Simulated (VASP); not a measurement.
Write the native input for VASP 6.6.1 that does the following.

* Task: single point
* Functional: HSE06
* Potentials or basis: VASP PAW PBE potentials, release 64 (Tl_d, Sr_sv, F)
* Cutoff: 520 eV
* k mesh: 4 × 4 × 4
* Occupations: gaussian, width 0.01 eV
* Spin: no spin polarisation
* Dipole correction: no
* Grid for exact exchange (PRECFOCK): Normal
* Further INCAR settings: ALGO = Normal; EDIFF = 1e-06; NBANDS = 30
* Share of exact exchange: 0.25
* Screening parameter: 0.2079 1/Å

Crystal: SrTlF3.

```
Tl Sr F
1.0
     4.59088    0.00000    0.00000
     0.00000    4.59088    0.00000
     0.00000    0.00000    4.59088
Tl Sr F
1 1 3
Direct
  0.00000 0.00000 0.00000
  0.50000 0.50000 0.50000
  0.50000 0.50000 0.00000
  0.50000 0.00000 0.50000
  0.00000 0.50000 0.50000
```

This cell differs from its parent crystal: strain -2.5%.

The input as run:

POSCAR

```
SrTlF3
1.0
    4.5908802038      0.0000000000      0.0000000000
    0.0000000000      4.5908802038      0.0000000000
    0.0000000000      0.0000000000      4.5908802038
Tl Sr F
1 1 3
Direct
    0.0000000000      0.0000000000      0.0000000000
    0.5000000000      0.5000000000      0.5000000000
    0.5000000000      0.5000000000      0.0000000000
    0.5000000000      0.0000000000      0.5000000000
    0.0000000000      0.5000000000      0.5000000000
```

INCAR.step1

```
ALGO = Normal
EDIFF = 1E-5
ENCUT = 520
GGA = PE
GGA_COMPAT = False
ISIF = 2
ISMEAR = 0
KPAR = 4
LASPH = True
LCHARG = False
LREAL = False
LWAVE = True
NBANDS = 30
NELM = 120
PREC = Accurate
SIGMA = 0.01
```

INCAR.step2

```
ALGO = Normal
EDIFF = 1E-6
ENCUT = 520
GGA = PE
GGA_COMPAT = False
HFSCREEN = 0.2079
ISIF = 2
ISMEAR = 0
ISTART = 1
KPAR = 4
LASPH = True
LCHARG = False
LHFCALC = True
LREAL = False
LWAVE = False
NBANDS = 30
NELM = 120
PREC = Accurate
PRECFOCK = Normal
SIGMA = 0.01
```

KPOINTS

```
k-points
0
Gamma
  4 4 4
```

Potentials or basis: VASP PAW PBE potentials, release 64 (Tl_d, Sr_sv, F).

The run is started by

```sh
$ cat potpaw_PBE.64/Tl_d/POTCAR potpaw_PBE.64/Sr_sv/POTCAR potpaw_PBE.64/F/POTCAR > POTCAR
$ cp INCAR.step1 INCAR
$ mpirun -np 4 vasp_std > vasp.out
$ cp INCAR.step2 INCAR
$ mpirun -np 4 vasp_std > vasp.out
```

Results of the run:

```json
{"Pressure": "5.6 GPa", "Band gap on the k mesh": "5.81 eV"}
```

Caveat: the cell differs from its parent crystal (strain -2.5%); the cell stands under pressure; the PAW data sets were made with another functional, which shifts forces and pressure a little; spin-orbit coupling is left out, which moves the levels of the heavy elements.

Run time: 26 min on 4 MPI ranks on Intel(R) Xeon(R) Platinum 8375C CPU @ 2.90GHz (Ice Lake) (shared host), peak memory 0.35 GiB a rank.
